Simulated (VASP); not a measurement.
# KCl (F-43m) in VASP: single point with LDA

Aim: the single point of KCl with LDA.

Program: VASP 6.6.1. These are calculated values, not measurements. Logs are shortened: lines on timing, memory, paths and dates and some standing lists are left out, and cuts for length are marked.

### Step 1. The cell of the first run

The structure is cubic, space group F-43m (No. 216). The conventional cell has a = 7.015 Å, b = 7.015 Å, c = 7.015 Å, α = 90.00°, β = 90.00°, γ = 90.00°. Within 4.0 Å of K (site symmetry -43m) lie 4 Cl at 3.04 Å. Cl (site symmetry -43m) has 4 K at 3.04 Å within 4.0 Å.

### Step 2. Single point, LDA

File INCAR:

```
  ALGO = Normal
  EDIFF = 1E-6
  ENCUT = 500
  GGA_COMPAT = False
  ISIF = 2
  ISMEAR = 0
  LASPH = True
  LCHARG = True
  LELF = True
  LREAL = False
  LVHAR = True
  LWAVE = False
  NBANDS = 15
  NELM = 120
  PREC = Accurate
  SIGMA = 0.01
```

File KPOINTS:

```
k-points
0
Gamma
  4 4 4
```

File POSCAR:

```
KCl
1.0
    0.0000000000      3.5072828304      3.5072828304
    3.5072828304      0.0000000000      3.5072828304
    3.5072828304      3.5072828304      0.0000000000
K Cl
1 1
Direct
    0.0000000000      0.0000000000      0.0000000000
    0.2500000000      0.2500000000      0.2500000000
```

Potentials or basis: VASP PAW LDA potentials, release 64 (K_sv, Cl).

Started as:

```
cat potpaw_LDA.64/K_sv/POTCAR potpaw_LDA.64/Cl/POTCAR > POTCAR
mpirun -np 1 vasp_std > vasp.out
```

OUTCAR:

```text
EDIFF = 1E-6
   ENCUT = 500
   ISIF = 2
   ISMEAR = 0
   LASPH = True
   LREAL = False
   NELM = 120
   PREC = Accurate

 ion  position               nearest neighbor table
   1  0.000  0.000  0.000-   2 3.04   2 3.04   2 3.04   2 3.04
   2  0.250  0.250  0.250-   1 3.04   1 3.04   1 3.04   1 3.04

  LATTYP: Found a face centered cubic cell.
 ALAT       =     7.0145656608

  Lattice vectors:

 A1 = (   0.0000000000,   3.5072828304,   3.5072828304)
 A2 = (   3.5072828304,   0.0000000000,   3.5072828304)
 A3 = (   3.5072828304,   3.5072828304,   0.0000000000)

Analysis of symmetry for initial positions (statically):
=====================================================================
 Subroutine PRICEL returns:
 Original cell was already a primitive cell.

 Routine SETGRP: Setting up the symmetry group for a
 face centered cubic supercell.

 Subroutine GETGRP returns: Found 24 space group operations
 (whereof 24 operations were pure point group operations)
 out of a pool of 48 trial point group operations.

The static configuration has the point symmetry T_d .

Analysis of symmetry for dynamics (positions and initial velocities):
=====================================================================
 Subroutine PRICEL returns:
 Original cell was already a primitive cell.

 Routine SETGRP: Setting up the symmetry group for a
 face centered cubic supercell.

 Subroutine GETGRP returns: Found 24 space group operations
 (whereof 24 operations were pure point group operations)
 out of a pool of 48 trial point group operations.

The dynamic configuration has the point symmetry T_d .

 Subroutine INISYM returns: Found 24 space group operations
 (whereof 24 operations are pure point group operations),
 and found     1 'primitive' translations

----------------------------------------------------------------------------------------

                                     Primitive cell

  volume of cell :      86.2864

  direct lattice vectors                    reciprocal lattice vectors
     0.000000000  3.507282830  3.507282830    -0.142560502  0.142560502  0.142560502
     3.507282830  0.000000000  3.507282830     0.142560502 -0.142560502  0.142560502
     3.507282830  3.507282830  0.000000000     0.142560502  0.142560502 -0.142560502

  length of vectors
     4.960046946  4.960046946  4.960046946     0.246922032  0.246922032  0.246922032

  position of ions in fractional coordinates (direct lattice)
     0.000000000  0.000000000  0.000000000
     0.250000000  0.250000000  0.250000000
[... 70 lines left out ...]
   PSTRESS=    0.0 pullay stress
   NELECT =      16.0000    total number of electrons
   NUPDOWN=      -1.0000    fix difference up-down
   EMIN   =  10.00;   EMAX   =-10.00  energy-range for DOS
   EFERMI =   0.00;   METHOD = LEGACY
   ISMEAR =     0;   SIGMA  =   0.01  broadening in eV -4-tet -1-fermi 0-gaus
   EFERMI_NEDOS =   21; number of points for ismear=-14 and -15
   IALGO  =     38    algorithm
   IMIX   =      4    mixing-type and parameters
     AMIX     =   0.40;   BMIX     =  1.00
     AMIX_MAG =   1.60;   BMIX_MAG =  1.00
  volume/ion in A,a.u.               =      43.14       291.14
  Fermi-wavevector in a.u.,A,eV,Ry     =   0.933542  1.764139 11.857496  0.871501
  Thomas-Fermi vector in A             =   2.060255
   LORBIT       =      0    0 simple, 1 ext, 2 COOP (PROOUT), +10 PAW based schemes
   GGA     = CA    functional components
   LHFCALC =     F    Hartree Fock is set to
   AEXX    =    0.0000 exact exchange contribution
   IVDW    =     0    specifies the selected vdW correction
   LEPSILON=     F    determine dielectric tensor
   LRPA    =     F    only Hartree local field effects (RPA)
 non-spin polarized calculation
 Gauss-broadening in eV      SIGMA  =   0.01
  energy-cutoff  :      500.00
  volume of cell :       86.29
 maximum number of plane-waves:      2209
   NGX = 19   NGY = 19   NGZ = 19

 number of electron      16.0000000 magnetization

 Free energy of the ion-electron system (eV)
  ---------------------------------------------------
  ext. energy  EPLUGINS =         0.00000000
  ---------------------------------------------------
  free energy    TOTEN  =        -7.04789839 eV

  energy without entropy =       -7.04789839  energy(sigma->0) =       -7.04789839

 E-fermi :  -3.4000     XC(G=0):  -6.6161

 val. band max:       -3.4492161002   @ k =   0.5000   0.5000   0.0000
 cond. band min:       1.0184207835   @ k =   0.0000   0.0000   0.0000
 fundamental gap:      4.4676368837
 Fermi energy:        -3.4000172202

 k-point     1 :       0.0000    0.0000    0.0000
  band No.  band energies     occupation
      1     -30.3405      2.00000
      2     -15.0821      2.00000
      3     -14.0742      2.00000
      4     -14.0742      2.00000
      5     -14.0742      2.00000
      6      -3.4913      2.00000
      7      -3.4913      2.00000
      8      -3.4913      2.00000
      9       1.0184      0.00000
     10       5.7042      0.00000
     11       5.7042      0.00000
     12       6.7075      0.00000
     13       6.7075      0.00000
     14       6.7075      0.00000
[... 113 lines left out ...]
      2     -15.3234      2.00000
      3     -14.1138      2.00000
      4     -14.1022      2.00000
      5     -13.7694      2.00000
      6      -3.7028      2.00000
      7      -3.6366      2.00000
      8      -3.4547      2.00000
      9       3.1647      0.00000
     10       3.9628      0.00000
     11       6.0307      0.00000
     12       6.0986      0.00000
     13       6.3563      0.00000
     14       6.7993      0.00000
     15       7.5230      0.00000

------------------------ aborting loop because EDIFF is reached ----------------------------------------

  FORCE on cell =-STRESS in cart. coord.  units (eV):
  Direction    XX          YY          ZZ          XY          YZ          ZX
  --------------------------------------------------------------------------------------
  -------------------------------------------------------------------------------------
  Total       -0.6428359     -0.6428359     -0.6428359      0.0000000      0.0000000      0.0000000
  in kB      -11.9362622    -11.9362622    -11.9362622      0.0000000      0.0000000      0.0000000
  external PRESSURE =     -11.9362622 kB  Pullay stress =       0.0000000 kB

 VOLUME and BASIS-vectors are now :
 -----------------------------------------------------------------------------
  energy-cutoff  :      500.00
  volume of cell :       86.29
      direct lattice vectors                 reciprocal lattice vectors
     0.000000000  3.507282830  3.507282830    -0.142560502  0.142560502  0.142560502
     3.507282830  0.000000000  3.507282830     0.142560502 -0.142560502  0.142560502
     3.507282830  3.507282830  0.000000000     0.142560502  0.142560502 -0.142560502

 POSITION                                       TOTAL-FORCE (eV/Angst)
 -----------------------------------------------------------------------------------
      0.00000      0.00000      0.00000         0.000000      0.000000      0.000000
      1.75364      1.75364      1.75364        -0.000000     -0.000000     -0.000000
 -----------------------------------------------------------------------------------
    total drift:                                0.000000      0.000000     -0.000000

  FREE ENERGIE OF THE ION-ELECTRON SYSTEM (eV)
  ---------------------------------------------------
  free  energy   TOTEN  =        -7.0478983928 eV

  energy  without entropy=       -7.0478983928  energy(sigma->0) =       -7.04789839
```

Run time: 11 s. Hardware: 1 thread of Intel Xeon Platinum 8259CL at 2.50GHz (Skylake/Cascade Lake), shared host; peak memory 0.17 GiB.

What came out:

| Item | Value |
| --- | --- |
| Free energy | -7.0479 eV |
| Pressure | -1.2 GPa |
| Band gap on the k mesh | 4.47 eV, indirect (least direct gap 4.51 eV) |

Levels at points of the mesh, in eV from the valence-band top:
| k point | band 4 | band 5 | band 6 | band 7 | band 8 | band 9 | band 10 | band 11 | band 12 | band 13 |
| --- | --- | --- | --- | --- | --- | --- | --- | --- | --- | --- |
| (0.00, 0.00, 0.00) | -10.62 | -10.62 | -0.04 | -0.04 | -0.04 | 4.47 | 9.15 | 9.15 | 10.16 | 10.16 |
| (0.50, 0.00, 0.00) | -10.64 | -10.41 | -0.37 | -0.01 | -0.01 | 6.99 | 7.13 | 8.71 | 8.71 | 10.23 |
| (0.50, 0.50, 0.00) | -10.65 | -10.33 | -0.43 | 0.00 | 0.00 | 6.41 | 7.42 | 9.59 | 10.08 | 10.08 |

A k mesh can miss the band edges. Expect the measured gap to be larger: semilocal functionals such as LDA lack the derivative discontinuity.
